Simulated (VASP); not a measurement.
# RuAu (Pm-3m) in VASP: further runs

The runs below take RuAu through single point, with PBE.

All numbers are computed with VASP 6.6.1; they aren't measurements. Logs are shortened: lines on timing, memory, paths and dates and some standing lists are left out, and cuts for length are marked.

## 1. The cell of the first run

It takes space group Pm-3m (No. 221, cubic). Conventional cell: a = 3.100 Å, b = 3.100 Å, c = 3.100 Å, α = 90.00°, β = 90.00°, γ = 90.00°. Ru (site symmetry m-3m) has 8 Au at 2.68 Å and 6 Ru at 3.10 Å within 3.5 Å. Au (site symmetry m-3m) has 8 Ru at 2.68 Å and 6 Au at 3.10 Å within 3.5 Å.

## 2. Single point, PBE (volume scaled by 0.94)

Contents of INCAR:

```
  PREC = Accurate
  ENCUT = 520
  EDIFF = 1E-6
  ISMEAR = -1
  SIGMA = 0.05
  LREAL = F
  LASPH = T
  NELM = 80
  ALGO = Fast
  ISIF = 2
  LWAVE = F
  LCHARG = F
  GGA = PE
  NBANDS = 20
```

Contents of KPOINTS:

```
regular mesh
0
Gamma
  8 8 8
```

Contents of POSCAR:

```
RuAu
1.0
    3.1002039127      0.0000000000      0.0000000000
    0.0000000000      3.1002039127      0.0000000000
    0.0000000000      0.0000000000      3.1002039127
Ru Au
1 1
Direct
    0.0000000000      0.0000000000      0.0000000000
    0.5000000000      0.5000000000      0.5000000000
```

Potentials or basis: VASP PAW PBE potentials, release 64 (Ru_pv, Au).

Run with:

```console
$ cat potpaw_PBE.64/Ru_pv/POTCAR potpaw_PBE.64/Au/POTCAR > POTCAR
$ mpirun -np 1 vasp_std > vasp.out
```

OUTCAR:

```text
PREC = Accurate
   ENCUT = 520
   EDIFF = 1E-6
   ISMEAR = -1
   LREAL = F
   LASPH = T
   NELM = 80
   ISIF = 2
   GGA = PE

 ion  position               nearest neighbor table
   1  0.000  0.000  0.000-   2 2.68   2 2.68   2 2.68   2 2.68   2 2.68   2 2.68   2 2.68   2 2.68

   2  0.500  0.500  0.500-   1 2.68   1 2.68   1 2.68   1 2.68   1 2.68   1 2.68   1 2.68   1 2.68

  LATTYP: Found a simple cubic cell.
 ALAT       =     3.1002039127

  Lattice vectors:

 A1 = (   3.1002039127,   0.0000000000,   0.0000000000)
 A2 = (   0.0000000000,   3.1002039127,   0.0000000000)
 A3 = (   0.0000000000,   0.0000000000,   3.1002039127)

Analysis of symmetry for initial positions (statically):
=====================================================================
 Subroutine PRICEL returns:
 Original cell was already a primitive cell.

 Routine SETGRP: Setting up the symmetry group for a
 simple cubic supercell.

 Subroutine GETGRP returns: Found 48 space group operations
 (whereof 48 operations were pure point group operations)
 out of a pool of 48 trial point group operations.

The static configuration has the point symmetry O_h .

Analysis of symmetry for dynamics (positions and initial velocities):
=====================================================================
 Subroutine PRICEL returns:
 Original cell was already a primitive cell.

 Routine SETGRP: Setting up the symmetry group for a
 simple cubic supercell.

 Subroutine GETGRP returns: Found 48 space group operations
 (whereof 48 operations were pure point group operations)
 out of a pool of 48 trial point group operations.

The dynamic configuration has the point symmetry O_h .

 Subroutine INISYM returns: Found 48 space group operations
 (whereof 48 operations are pure point group operations),
 and found     1 'primitive' translations

----------------------------------------------------------------------------------------

                                     Primitive cell

  volume of cell :      29.7969

  direct lattice vectors                    reciprocal lattice vectors
     3.100203913  0.000000000  0.000000000     0.322559428  0.000000000  0.000000000
     0.000000000  3.100203913  0.000000000     0.000000000  0.322559428  0.000000000
     0.000000000  0.000000000  3.100203913     0.000000000  0.000000000  0.322559428

  length of vectors
[... 72 lines left out ...]
 SYSTEM =  unknown system
   PREC   = accura    normal or accurate (medium, high low for compatibility)
   ISTART =      0    job   : 0-new  1-cont  2-samecut
   ICHARG =      2    charge: 1-file 2-atom 10-const
   ISPIN  =      1    spin polarized calculation?
   LNONCOLLINEAR =      F non collinear calculations
   LSORBIT =      F    spin-orbit coupling
   LASPH  =      T    aspherical Exc in radial PAW
   ENCUT  =  520.0 eV  38.22 Ry    6.18 a.u.   5.76  5.76  5.76*2*pi/ulx,y,z
   NELM   =     80;   NELMIN=  2; NELMDL= -5     # of ELM steps
   EDIFF  = 0.1E-05   stopping-criterion for ELM
   LREAL  =      F    real-space projection
   EDIFFG = 0.1E-04   stopping-criterion for IOM
   NSW    =      0    number of steps for IOM
   IBRION =     -1    ionic relax: 0-MD 1-quasi-New 2-CG
   NFREE  =      0    steps in history (QN), initial steepest desc. (CG)
   ISIF   =      2    stress and relaxation
   ISYM   =      2    0-nonsym 1-usesym 2-fastsym
   POTIM  = 0.5000    time-step for ionic-motion
   TEBEG  =    0.0;   TEEND  =   0.0 temperature during run
   PSTRESS=    0.0 pullay stress
   NELECT =      25.0000    total number of electrons
   NUPDOWN=      -1.0000    fix difference up-down
   EMIN   =  10.00;   EMAX   =-10.00  energy-range for DOS
   EFERMI =   0.00;   METHOD = LEGACY
   ISMEAR =    -1;   SIGMA  =   0.05  broadening in eV -4-tet -1-fermi 0-gaus
   EFERMI_NEDOS =   21; number of points for ismear=-14 and -15
   IALGO  =     68    algorithm
   IMIX   =      4    mixing-type and parameters
     AMIX     =   0.40;   BMIX     =  1.00
     AMIX_MAG =   1.60;   BMIX_MAG =  1.00
  volume/ion in A,a.u.               =      14.90       100.54
  Fermi-wavevector in a.u.,A,eV,Ry     =   1.544061  2.917853 32.437999  2.384126
  Thomas-Fermi vector in A             =   2.649636
   LORBIT       =      0    0 simple, 1 ext, 2 COOP (PROOUT), +10 PAW based schemes
   GGA     = PE    functional components
   LHFCALC =     F    Hartree Fock is set to
   AEXX    =    0.0000 exact exchange contribution
   IVDW    =     0    specifies the selected vdW correction
   LEPSILON=     F    determine dielectric tensor
   LRPA    =     F    only Hartree local field effects (RPA)
 non-spin polarized calculation
 RMM-DIIS sequential band-by-band and
  energy-cutoff  :      520.00
  volume of cell :       29.80
 maximum number of plane-waves:       840
 NGX is ok and might be reduce to    24
   NGX = 11   NGY = 11   NGZ = 11

 number of electron      25.0000000 magnetization

 Free energy of the ion-electron system (eV)
  ---------------------------------------------------
  ext. energy  EPLUGINS =         0.00000000
  ---------------------------------------------------
  free energy    TOTEN  =       -11.16303676 eV

  energy without entropy =      -11.13922861  energy(sigma->0) =      -11.15113268

 E-fermi :  11.4631     XC(G=0): -13.5419

 val. band max:       11.4460184346   @ k =   0.3750   0.1250   0.0000
 cond. band min:      11.5176565718   @ k =   0.3750   0.1250   0.1250
 fundamental gap:      0.0716381371
 Fermi energy:        11.4630665274

 k-point     1 :       0.0000    0.0000    0.0000
  band No.  band energies     occupation
      1     -31.1250      2.00000
      2     -31.1250      2.00000
      3     -31.1250      2.00000
      4       1.9848      2.00000
      5       4.3424      2.00000
      6       4.3424      2.00000
[... 541 lines left out ...]
     19      24.3787      0.00000
     20      24.8603      0.00000

 [... further k-points ...]
[... 5 lines left out ...]
  --------------------------------------------------------------------------------------
  -------------------------------------------------------------------------------------
  Total        2.8453940      2.8453940      2.8453940     -0.0000000     -0.0000000     -0.0000000
  in kB      152.9967512    152.9967512    152.9967512     -0.0000000     -0.0000000     -0.0000000
  external PRESSURE =     152.9967512 kB  Pullay stress =       0.0000000 kB

 VOLUME and BASIS-vectors are now :
 -----------------------------------------------------------------------------
  energy-cutoff  :      520.00
  volume of cell :       29.80
      direct lattice vectors                 reciprocal lattice vectors
     3.100203913  0.000000000  0.000000000     0.322559428  0.000000000  0.000000000
     0.000000000  3.100203913  0.000000000     0.000000000  0.322559428  0.000000000
     0.000000000  0.000000000  3.100203913     0.000000000  0.000000000  0.322559428

 POSITION                                       TOTAL-FORCE (eV/Angst)
 -----------------------------------------------------------------------------------
      0.00000      0.00000      0.00000         0.000000      0.000000      0.000000
      1.55010      1.55010      1.55010         0.000000      0.000000      0.000000
 -----------------------------------------------------------------------------------
    total drift:                                0.000000      0.000000     -0.000000

  FREE ENERGIE OF THE ION-ELECTRON SYSTEM (eV)
  ---------------------------------------------------
  free  energy   TOTEN  =       -11.1630367593 eV

  energy  without entropy=      -11.1392286077  energy(sigma->0) =      -11.15113268
```

stdout:

```text
POSCAR found type information on POSCAR RuAu
 POSCAR found :  2 types and       2 ions
 scaLAPACK will be used
 LDA part: xc-table for (Slater+PW92), standard interpolation
 POSCAR, INCAR and KPOINTS ok, starting setup
 FFT: planning ... GRIDC
 FFT: planning ... GRID_SOFT
 FFT: planning ... GRID
 WAVECAR not read
 entering main loop
```

It took 7.1 s on 1 thread of Intel Xeon 6975P-C (Granite Rapids), shared host; peak memory 0.14 GiB.

Results:

```
Free energy : -11.1630 eV
Pressure    : 15.3 GPa
```

Caveat: spin-orbit coupling is left out, which moves the levels of the heavy elements.

## 3. Single point, PBE (volume scaled by 0.96)

Contents of INCAR:

```
PREC = Accurate
ENCUT = 520
EDIFF = 1E-6
ISMEAR = -1
SIGMA = 0.05
LREAL = False
LASPH = True
NELM = 60
ALGO = Normal
ISIF = 2
LWAVE = False
LCHARG = True
GGA = PE
LELF = True
LVHAR = True
NBANDS = 20
```

KPOINTS is that of step 2.

Contents of POSCAR:

```
RuAu
1.0
    3.1220370540      0.0000000000      0.0000000000
    0.0000000000      3.1220370540      0.0000000000
    0.0000000000      0.0000000000      3.1220370540
Ru Au
1 1
Direct
    0.0000000000      0.0000000000      0.0000000000
    0.5000000000      0.5000000000      0.5000000000
```

Potentials or basis: VASP PAW PBE potentials, release 64 (Ru_pv, Au).

Run with:

```console
$ cat potpaw_PBE.64/Ru_pv/POTCAR potpaw_PBE.64/Au/POTCAR > POTCAR
$ mpirun -np 1 vasp_std > vasp.out
```

OUTCAR:

```text
PREC = Accurate
   ENCUT = 520
   EDIFF = 1E-6
   ISMEAR = -1
   LREAL = False
   LASPH = True
   NELM = 60
   ISIF = 2
   GGA = PE

 ion  position               nearest neighbor table
   1  0.000  0.000  0.000-   2 2.70   2 2.70   2 2.70   2 2.70   2 2.70   2 2.70   2 2.70   2 2.70

   2  0.500  0.500  0.500-   1 2.70   1 2.70   1 2.70   1 2.70   1 2.70   1 2.70   1 2.70   1 2.70

  LATTYP: Found a simple cubic cell.
 ALAT       =     3.1220370540

  Lattice vectors:
[... 188 lines left out ...]
      1     -31.4660      2.00000
      2     -31.4660      2.00000
      3     -31.4660      2.00000
      4       1.8005      2.00000
      5       4.1697      2.00000
      6       4.1697      2.00000
[... 541 lines left out ...]
     19      23.8951      0.00000
     20      24.4049      0.00000

 [... further k-points ...]
[... 5 lines left out ...]
  --------------------------------------------------------------------------------------
  -------------------------------------------------------------------------------------
  Total        1.8213180      1.8213180      1.8213180      0.0000000      0.0000000      0.0000000
  in kB       95.8919596     95.8919596     95.8919596      0.0000000      0.0000000      0.0000000
  external PRESSURE =      95.8919596 kB  Pullay stress =       0.0000000 kB

 VOLUME and BASIS-vectors are now :
 -----------------------------------------------------------------------------
  energy-cutoff  :      520.00
  volume of cell :       30.43
      direct lattice vectors                 reciprocal lattice vectors
     3.122037054  0.000000000  0.000000000     0.320303694  0.000000000  0.000000000
     0.000000000  3.122037054  0.000000000     0.000000000  0.320303694  0.000000000
     0.000000000  0.000000000  3.122037054     0.000000000  0.000000000  0.320303694

 POSITION                                       TOTAL-FORCE (eV/Angst)
 -----------------------------------------------------------------------------------
      0.00000      0.00000      0.00000         0.000000      0.000000      0.000000
      1.56102      1.56102      1.56102         0.000000      0.000000      0.000000
 -----------------------------------------------------------------------------------
    total drift:                                0.000000      0.000000     -0.000000

  FREE ENERGIE OF THE ION-ELECTRON SYSTEM (eV)
  ---------------------------------------------------
  free  energy   TOTEN  =       -11.2125354593 eV

  energy  without entropy=      -11.1882491659  energy(sigma->0) =      -11.20039231
```

OSZICAR:

```text
N       E                     dE             d eps       ncg     rms          rms(c)
DAV:   1     0.205506628777E+03    0.20551E+03   -0.13791E+04  1400   0.125E+03
DAV:   2    -0.809105312970E+01   -0.21360E+03   -0.20765E+03  1480   0.357E+02
DAV:   3    -0.122524971665E+02   -0.41614E+01   -0.41344E+01  1672   0.527E+01
DAV:   4    -0.122711467313E+02   -0.18650E-01   -0.18644E-01  1588   0.374E+00
DAV:   5    -0.122713069980E+02   -0.16027E-03   -0.16026E-03  1628   0.351E-01    0.149E+01
DAV:   6    -0.113165497792E+02    0.95476E+00   -0.21868E+00  1500   0.145E+01    0.869E+00
DAV:   7    -0.112814417742E+02    0.35108E-01   -0.89348E-01  1536   0.814E+00    0.351E+00
DAV:   8    -0.112171223288E+02    0.64319E-01   -0.23451E-01  1504   0.513E+00    0.265E+00
DAV:   9    -0.112130979822E+02    0.40243E-02   -0.10468E-02  1508   0.970E-01    0.363E-01
DAV:  10    -0.112125242390E+02    0.57374E-03   -0.20530E-03  1604   0.419E-01    0.485E-02
DAV:  11    -0.112125364636E+02   -0.12225E-04   -0.33072E-05  1568   0.449E-02    0.149E-02
DAV:  12    -0.112125353310E+02    0.11326E-05   -0.62555E-06  1588   0.259E-02    0.193E-03
DAV:  13    -0.112125354593E+02   -0.12829E-06   -0.20476E-07   864   0.358E-03
   1 F= -.11212535E+02 E0= -.11200392E+02  d E =-.242863E-01
```

Run time: 7.1 s. Hardware: 1 thread of Intel Xeon 6975P-C (Granite Rapids), shared host; peak memory 0.14 GiB.

What came out:

```yaml
Free_energy: -11.2125 eV
Pressure: 9.6 GPa
```

Caveat: spin-orbit coupling is left out, which moves the levels of the heavy elements.
